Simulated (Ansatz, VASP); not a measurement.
## One calculation of BN, two programs

INCAR

```
  ALGO = Normal
  EDIFF = 1E-6
  EDIFFG = -0.04
  ENCUT = 600
  GGA = PE
  IBRION = 2
  ISIF = 3
  ISMEAR = 0
  LASPH = True
  LCHARG = False
  LREAL = False
  LWAVE = False
  NELM = 100
  NSW = 90
  PREC = Accurate
  SIGMA = 0.1
```

Contents of KPOINTS:

```
k-points
0
Gamma
  8 8 8
```

Contents of POSCAR:

```
BN
1.0
    0.0000000000      2.7311586800      2.9079228400
    1.3638167500      0.0000000000      2.9079228400
    1.3638167500      2.7311586800      0.0000000000
B N
1 1
Direct
    0.0000000000      0.0000000000      0.0000000000
    0.5000000000      0.5000000000      0.5000000000
```

Input for Ansatz:

```yaml
crystal:
  lattice:
    - [0.0, 2.73115868, 2.90792284]
    - [1.36381675, 0.0, 2.90792284]
    - [1.36381675, 2.73115868, 0.0]
  atoms:
    - { symbol: B, position: [0.0, 0.0, 0.0] }
    - { symbol: "N", position: [0.5, 0.5, 0.5] }
basis:
  ecutwfc: 420
kpoints:
  mp_grid: { grid: [8, 8, 8] }
hamiltonian:
  xc: pbe
scf:
  occupations: { method: gaussian, width: 0.1 }
  lower_state_search: "off"
output:
  forces: true
  stress: true
  eigenvalues: true
relax:
  adjacent_minimum: "off"
  f_tol: 0.04
  max_steps: 70
  cell: { stress_tol: 0.4 }
```

Alike in both runs: task relaxation of cell and atoms; functional PBE; k mesh 8 × 8 × 8; occupations gaussian, width 0.1 eV; no spin polarisation.

|  | VASP | Ansatz |
| --- | --- | --- |
| version | VASP 6.6.1 | Ansatz 0.2.0 |
| potentials or method | VASP PAW PBE potentials, release 64 (B, N), cutoff 600 eV | scalar-relativistic, plane waves, PAW |
| valence electrons in the cell | 8 | 8 |

|  | VASP | Ansatz | Ansatz less VASP |
| --- | --- | --- | --- |
| gap on the k mesh at the Fermi level, each at its own relaxed structure (eV) | 3.72 | 3.83 | +0.112 |
| relaxed volume (Å³/atom) | 14.68 | 17.85 | +3.169 |
| relaxed cell length with the largest relative difference (Å) | 4.732 | 5.217 | +0.4847 |

One of these differences is far larger than is usual between the two programs; its cause wasn't traced.

Noted on VASP's run: the volume moved by over 15 % at a fixed basis, so the end points are rough.
